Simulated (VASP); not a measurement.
Set up this calculation in VASP 6.6.1, as the native input.

- Task: single point
- Functional: PBE
- Potentials or basis: VASP PAW PBE potentials, release 64 (In_d, As)
- Cutoff: 520 eV
- k mesh: 8 × 8 × 8
- Occupations: gaussian, width 0.014 eV
- Spin: no spin polarisation
- Dipole correction: no
- Further INCAR settings: ALGO = Normal; EDIFF = 1e-07; NBANDS = 16

The structure of InAs lies in POSCAR:

```
InAs
1.0
    0.0000000000      3.0180000000      3.0180000000
    3.0180000000      0.0000000000      3.0180000000
    3.0180000000      3.0180000000      0.0000000000
In As
1 1
Direct
    0.0000000000      0.0000000000      0.0000000000
    0.7500000000      0.7500000000      0.7500000000
```

One way to write it, as run:

INCAR

```
SYSTEM = InAs
PREC = Accurate
ENCUT = 520
EDIFF = 1E-7
ISMEAR = 0
SIGMA = 0.014
LREAL = .FALSE.
LASPH = .TRUE.
NELM = 100
ALGO = Normal
ISIF = 2
LWAVE = .FALSE.
LCHARG = .FALSE.
GGA = PE
NBANDS = 16
```

KPOINTS

```
regular mesh
0
G
  8 8 8
  0 0 0
```

Potentials or basis: VASP PAW PBE potentials, release 64 (In_d, As).

Run with:

```console
$ cat potpaw_PBE.64/In_d/POTCAR potpaw_PBE.64/As/POTCAR > POTCAR
$ mpirun -np 1 vasp_std > vasp.out
```

Results of the run:

* Pressure: 4.4 GPa
* Band gap on the k mesh: zero (filled and empty bands touch)

Caveat: spin-orbit coupling is left out, which moves the levels of the heavy elements.

Wall time 20 s on 1 thread of Intel(R) Xeon(R) Platinum 8488C (Sapphire Rapids), on a shared host, peak memory 0.18 GiB.
